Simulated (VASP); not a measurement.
# PbSe (Immm) in VASP: further runs, part 2 of 2

VASP 6.6.1. Earlier steps stand in the parts before.

## (5) Single point, PBE+D3(BJ)

This run uses another cell than the first one, of 25.74 Å³/atom.

The input, INCAR:

```
  PREC = Accurate
  ENCUT = 520
  EDIFF = 1E-6
  ISMEAR = 0
  SIGMA = 0.03
  LREAL = False
  LASPH = True
  NELM = 80
  ALGO = Normal
  ISIF = 2
  LWAVE = False
  LCHARG = False
  GGA = PE
  IVDW = 12
  NBANDS = 17
```

The input, KPOINTS:

```
Automatic mesh
0
Gamma
  10 10 10
```

The input, POSCAR:

```
PbSe
1.0
   -0.0843449018      2.8983975338      3.0670873374
    2.8983975338     -0.0843449018      3.0670873374
    2.8140526321      2.8140526321      0.0000000000
Pb Se
1 1
Direct
    0.0000000000      0.0000000000      0.0000000000
    0.5000000000      0.5000000000      0.5000000000
```

Potentials or basis: VASP PAW PBE potentials, release 64 (Pb_d, Se).

Run with:

```bash
$ cat potpaw_PBE.64/Pb_d/POTCAR potpaw_PBE.64/Se/POTCAR > POTCAR
$ mpirun -np 1 vasp_std > vasp.out
```

OUTCAR:

```text
PREC = Accurate
   ENCUT = 520
   EDIFF = 1E-6
   ISMEAR = 0
   LREAL = False
   LASPH = True
   NELM = 80
   ISIF = 2
   GGA = PE
   IVDW = 12
 IVDW          = 12

 ion  position               nearest neighbor table
   1  0.000  0.000  0.000-   2 2.90   2 2.90   2 2.90   2 2.90   2 3.07   2 3.07
   2  0.500  0.500  0.500-   1 2.90   1 2.90   1 2.90   1 2.90   1 3.07   1 3.07

  LATTYP: Found a body centered orthorhombic cell.
 ALAT       =     3.9796713975
 B/A-ratio  =     1.0599455041
 C/A-ratio  =     1.5413771797

  Lattice vectors:

 A1 = (  -2.8983975339,   0.0843449017,   3.0670873374)
 A2 = (   2.8983975338,  -0.0843449018,   3.0670873374)
 A3 = (  -0.0843449017,   2.8983975339,  -3.0670873374)

Analysis of symmetry for initial positions (statically):
=====================================================================
 Subroutine PRICEL returns:
 Original cell was already a primitive cell.

 Routine SETGRP: Setting up the symmetry group for a
 body centered orthorhombic supercell.

 Subroutine GETGRP returns: Found  8 space group operations
 (whereof  8 operations were pure point group operations)
 out of a pool of  8 trial point group operations.

The static configuration has the point symmetry D_2h.

Analysis of symmetry for dynamics (positions and initial velocities):
=====================================================================
 Subroutine PRICEL returns:
 Original cell was already a primitive cell.

 Routine SETGRP: Setting up the symmetry group for a
 body centered orthorhombic supercell.

 Subroutine GETGRP returns: Found  8 space group operations
 (whereof  8 operations were pure point group operations)
 out of a pool of  8 trial point group operations.

The dynamic configuration has the point symmetry D_2h.

 Subroutine INISYM returns: Found  8 space group operations
 (whereof  8 operations are pure point group operations),
 and found     1 'primitive' translations

----------------------------------------------------------------------------------------

                                     Primitive cell
[... 112 lines left out ...]
  volume/ion in A,a.u.               =      25.74       173.73
  Fermi-wavevector in a.u.,A,eV,Ry     =   1.194493  2.257264 19.412963  1.426813
  Thomas-Fermi vector in A             =   2.330481
   LORBIT       =      0    0 simple, 1 ext, 2 COOP (PROOUT), +10 PAW based schemes
   GGA     = PE    functional components
   LHFCALC =     F    Hartree Fock is set to
   AEXX    =    0.0000 exact exchange contribution
   IVDW    =    12    specifies the selected vdW correction
   LEPSILON=     F    determine dielectric tensor
   LRPA    =     F    only Hartree local field effects (RPA)
 non-spin polarized calculation
 Gauss-broadening in eV      SIGMA  =   0.03
  energy-cutoff  :      520.00
  volume of cell :       51.49
 maximum number of plane-waves:      1416
   NGX = 15   NGY = 15   NGZ = 15

 number of electron      20.0000000 magnetization

 Free energy of the ion-electron system (eV)
  ---------------------------------------------------
  ext. energy  EPLUGINS =         0.00000000
  ---------------------------------------------------
  free energy    TOTEN  =        -7.88580273 eV

  energy without entropy =       -7.88569958  energy(sigma->0) =       -7.88575115

 E-fermi :   6.5058     XC(G=0): -10.0354

 val. band max:        6.5039851890   @ k =   0.5000   0.0000   0.0000
 cond. band min:       6.8257781017   @ k =   0.1000   0.1000   0.5000
 fundamental gap:      0.3217929127
 Fermi energy:         6.5058454512

 k-point     1 :       0.0000    0.0000    0.0000
  band No.  band energies     occupation
      1     -10.6163      2.00000
      2     -10.5841      2.00000
      3     -10.5834      2.00000
      4     -10.5784      2.00000
      5     -10.5726      2.00000
      6      -8.1035      2.00000
[... 457 lines left out ...]
      4     -10.5390      2.00000
      5     -10.5358      2.00000
      6      -6.8599      2.00000
[... 9 lines left out ...]
     16      17.6030      0.00000
     17      18.2716      0.00000

 [... further k-points ...]

------------------------ aborting loop because EDIFF is reached ----------------------------------------

 Edisp (eV)   -0.82238

 E8    (eV) :    -0.3832

  FORCE on cell =-STRESS in cart. coord.  units (eV):
  Direction    XX          YY          ZZ          XY          YZ          ZX
  --------------------------------------------------------------------------------------
  -------------------------------------------------------------------------------------
  Total       3.69952     3.69952     0.32456     0.24411    -0.00000    -0.00000
  in kB     115.12022   115.12022    10.09963     7.59619    -0.00000    -0.00000
  external pressure =       80.11 kB  Pullay stress =        0.00 kB

 VOLUME and BASIS-vectors are now :
 -----------------------------------------------------------------------------
  energy-cutoff  :      520.00
  volume of cell :       51.49
      direct lattice vectors                 reciprocal lattice vectors
    -0.084344902  2.898397534  3.067087337    -0.167630967  0.167630967  0.163021116
     2.898397534 -0.084344902  3.067087337     0.167630967 -0.167630967  0.163021116
     2.814052632  2.814052632  0.000000000     0.177679690  0.177679690 -0.163021116

 POSITION                                       TOTAL-FORCE (eV/Angst)
 -----------------------------------------------------------------------------------
      0.00000      0.00000      0.00000        -0.000000     -0.000000      0.000000
      2.81405      2.81405      3.06709         0.000000      0.000000      0.000000
 -----------------------------------------------------------------------------------
    total drift:                                0.000000     -0.000000     -0.000000

  FREE ENERGIE OF THE ION-ELECTRON SYSTEM (eV)
  ---------------------------------------------------
  free  energy   TOTEN  =        -8.7081836752 eV

  energy  without entropy=       -8.7080805247  energy(sigma->0) =       -8.70813210
```

Run time: 2.8 min. Hardware: 1 thread of Intel Xeon 8259CL, shared host; peak memory 0.31 GiB.

Results:

- Free energy: -8.7082 eV
- Pressure: 8.0 GPa
- Band gap on the k mesh: zero (bands 10 and 11 overlap by 0.03 eV)
- Dispersion energy per atom: -0.411 eV

Stress tensor (GPa, compression positive):
```
11.51  0.76  0.00
 0.76 11.51  0.00
 0.00  0.00  1.01
```

Caveat: the cell stands under pressure; semilocal functionals underestimate gaps, so a narrow gap can read as zero; spin-orbit coupling is left out, which moves the levels of the heavy elements.

## (6) The runs side by side

| cell | gap on the mesh (eV) | pressure (GPa) |
| --- | --- | --- |
| a = 4.166, b = 4.166, c = 3.741 Å, angles 63.3, 63.3, 60.8°, 2 atoms | none | 14.1 |
| a = 4.233, b = 4.233, c = 3.622 Å, angles 64.7, 64.7, 65.4°, 2 atoms | none | 7.6 |
| a = 4.228, b = 4.228, c = 3.741 Å, angles 63.7, 63.7, 63.6°, 2 atoms | none | 7.7 |
| a = 4.221, b = 4.221, c = 3.980 Å, angles 61.9, 61.9, 60.0°, 2 atoms | none | 8.0 |

Alike in all rows: task single point; level PBE+D3(BJ); potentials or basis VASP PAW PBE potentials, release 64 (Pb_d, Se); no spin polarisation; k mesh 10 × 10 × 10; cutoff (eV) 520; smearing gaussian 0.03 eV.

Caveats: the cell stands under pressure; spin-orbit coupling is left out, which moves the levels of the heavy elements; semilocal functionals underestimate gaps, so a narrow gap can read as zero (at least some runs).

Total energies depend on the potentials used, so only differences within one code and one set of settings carry meaning.
